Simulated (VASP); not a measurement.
The system is LaC.

```
La C
1.0
     0.00000    2.71658    2.71658
     2.71658    0.00000    2.71658
     2.71658    2.71658    0.00000
La C
1 1
Direct
  0.50000 0.50000 0.50000
  0.00000 0.00000 0.00000
```

Base run:

| Item | Value |
| --- | --- |
| Program | VASP 6.6.1 |
| Functional | PBE |
| Potentials or basis | VASP PAW PBE potentials, release 64 (La, C) |
| Cutoff | 520 eV |
| k mesh | 12 × 12 × 12 |
| Occupations | gaussian, width 0.05 eV |
| Spin | no spin polarisation |

Its results: pressure 0.0 GPa.

Question: The run is repeated on the same cell with these changes: functional from PBE to LDA; potentials or basis from VASP PAW PBE potentials, release 64 (La, C) to VASP PAW LDA potentials, release 64 (La, C). What comes out?

Answer: Pressure -5.7 GPa.
